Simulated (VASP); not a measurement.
Set up this calculation in VASP 6.6.1, as the native input.

* Task: single point
* Functional: PBE
* Potentials or basis: VASP PAW PBE potentials, release 64 (Al, N)
* Cutoff: 520 eV
* k mesh: 1 × 1 × 2, shifted
* Occupations: fermi-dirac, width 0.01 eV
* Spin: no spin polarisation
* Dipole correction: no
* Further INCAR settings: LREAL = Auto; ALGO = Normal; EDIFF = 1e-06; NBANDS = 96; ISYM = 0

The structure of AlN (AlN (P6_3mc)) lies in POSCAR:

```
AlN
1.0
    9.3892708701      0.0000000899      0.0000000000
   -4.6946355101      8.1313470499      0.0000000000
    0.0000000000      0.0000000000      5.0174032950
Al N
18 18
Direct
    0.2222792675      0.1110546307      0.4992814114
    0.1110546307      0.2222792675      0.9992814114
    0.2222792675      0.4443879641      0.4992814114
    0.1110546307      0.5556126009      0.9992814114
    0.2222792675      0.7777212974      0.4992814114
    0.1110546307      0.8889459342      0.9992814114
    0.5556126009      0.1110546307      0.4992814114
    0.4443879641      0.2222792675      0.9992814114
    0.5556126009      0.4443879641      0.4992814114
    0.4443879641      0.5556126009      0.9992814114
    0.5556126009      0.7777212974      0.4992814114
    0.4443879641      0.8889459342      0.9992814114
    0.8889459342      0.1110546307      0.4992814114
    0.7777212974      0.2222792675      0.9992814114
    0.8889459342      0.4443879641      0.4992814114
    0.7777212974      0.5556126009      0.9992814114
    0.8889459342      0.7777212974      0.4992814114
    0.7777212974      0.8889459342      0.9992814114
    0.2221135952      0.1112191732      0.8807185886
    0.1112191732      0.2221135952      0.3807185886
    0.2221135952      0.4445525065      0.8807185886
    0.1112191732      0.5554469286      0.3807185886
    0.2221135952      0.7778858399      0.8807185886
    0.1112191732      0.8887802619      0.3807185886
    0.5554469286      0.1112191732      0.8807185886
    0.4445525065      0.2221135952      0.3807185886
    0.5554469286      0.4445525065      0.8807185886
    0.4445525065      0.5554469286      0.3807185886
    0.5554469286      0.7778858399      0.8807185886
    0.4445525065      0.8887802619      0.3807185886
    0.8887802619      0.1112191732      0.8807185886
    0.7778858399      0.2221135952      0.3807185886
    0.8887802619      0.4445525065      0.8807185886
    0.7778858399      0.5554469286      0.3807185886
    0.8887802619      0.7778858399      0.8807185886
    0.7778858399      0.8887802619      0.3807185886
```

The input as run:

INCAR

```
SYSTEM = AlN
ALGO = Normal
EDIFF = 1E-6
ENCUT = 520
GGA = PE
ISIF = 2
ISMEAR = -1
ISYM = 0
LASPH = .True.
LCHARG = .True.
LELF = .True.
LREAL = Auto
LVHAR = .True.
LWAVE = .False.
NBANDS = 96
NELM = 60
PREC = Accurate
SIGMA = 0.01
```

KPOINTS

```
Automatic mesh
0
Gamma
  1 1 2
  0.25 0.25 0.25
```

Potentials or basis: VASP PAW PBE potentials, release 64 (Al, N).

The run is started by

```console
$ cat potpaw_PBE.64/Al/POTCAR potpaw_PBE.64/N/POTCAR > POTCAR
$ mpirun -np 1 vasp_std > vasp.out
```

Results of the run:

```
Pressure               : -0.2 GPa
Largest force          : 0.024 eV/Å
Band gap on the k mesh : 5.44 eV
```

Caveat: the k points lie up to 0.77 Å⁻¹ apart.

Wall time 11 min on 1 thread of AMD EPYC 9R14 (Zen 4), with other jobs on the host, peak memory 0.57 GiB.
